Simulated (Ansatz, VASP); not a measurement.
## Sb in VASP and in Ansatz

```
CELL_PARAMETERS angstrom
3.35453 0.00000 0.00000
-1.67727 2.90511 0.00000
0.00000 0.00000 5.47016
ATOMIC_POSITIONS crystal
Sb 0.66667 0.33333 0.75000
Sb 0.33333 0.66667 0.25000
```

Alike in both runs: task single point; functional PBE; k mesh 9 × 9 × 5; occupations gaussian, width 0.018 eV; no spin polarisation.

|  | VASP | Ansatz |
| --- | --- | --- |
| version | VASP 6.6.1 | Ansatz 0.2.0 |
| potentials or method | VASP PAW PBE potentials, release 64 (Sb) | Ansatz PAW |
| plane-wave cutoff (eV) | 520 | 420 |
| valence electrons in the cell | 10 | 30 |

Ansatz gave:

```
gap on the k mesh at the Fermi level (eV)                     : none
pressure (GPa)                                                : 1.5
traceless stress, the component that is largest in VASP (GPa) : 0.43
```

**Question.** Which values does VASP return?

**Answer.** gap on the k mesh at the Fermi level (eV): none; pressure (GPa): 1.3; traceless stress, the component that is largest in VASP (GPa): 0.45.

A gap of «none» marks a metal or a gap that the smearing closes. The functional is the same, so the differences come from potentials, cutoffs and numerics. VASP's potentials hold 10 valence electrons a cell and Ansatz's 30, so a difference there can come from the potentials and not from the codes.

Neither program's run includes spin-orbit coupling.
